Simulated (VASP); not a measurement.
Write the native input for VASP 6.6.1 that does the following.

```yaml
Task: single point
Functional: LDA
Potentials_or_basis: VASP PAW LDA potentials, release 64 (Ni)
Cutoff: 520 eV
k_mesh: 17 × 17 × 12
Occupations: fermi-dirac, width 0.1 eV
Spin: collinear spin, ferromagnetic start
Starting_moments: "[1.0, 1.0] μB"
Dipole_correction: no
Further_INCAR_settings: ALGO = Normal; EDIFF = 1e-06; NBANDS = 21
```

The structure of Ni lies in POSCAR:

```
Ni
1.0
    1.7124962518      1.7124962518      0.0000000000
   -1.7124962518      1.7124962518      0.0000000000
    0.0000000000      0.0000000000      3.4249925035
Ni
2
Direct
    0.0000000000      0.0000000000      0.0000000000
    0.5000000000      0.5000000000      0.5000000000
```

One way to write it, as run:

INCAR

```
SYSTEM = Ni
ALGO = Normal
EDIFF = 1E-6
ENCUT = 520
GGA = CA
ISIF = 2
ISMEAR = -1
ISPIN = 2
LASPH = .TRUE.
LCHARG = .FALSE.
LMAXMIX = 4
LORBIT = 11
LREAL = .FALSE.
LWAVE = .FALSE.
MAGMOM = 1 1
NBANDS = 21
NELM = 150
PREC = Accurate
SIGMA = 0.1
```

KPOINTS

```
k-points
0
G
  17 17 12
  0 0 0
```

Potentials or basis: VASP PAW LDA potentials, release 64 (Ni).

Command:

```console
$ cat potpaw_LDA.64/Ni/POTCAR > POTCAR
$ mpirun -np 1 vasp_std > vasp.out
```

Results of the run:

```yaml
Pressure: -0.2 GPa
Net_moment: 1.08 μB per cell
Site_moments: Ni +0.54 μB
Valence_electrons_inside_the_program's_atomic_spheres: Ni 9.47
```

Run time: 4.2 min on 1 thread of AMD EPYC 7R43 64-Core Processor (Zen 3), with other jobs on the host, peak memory 0.23 GiB.
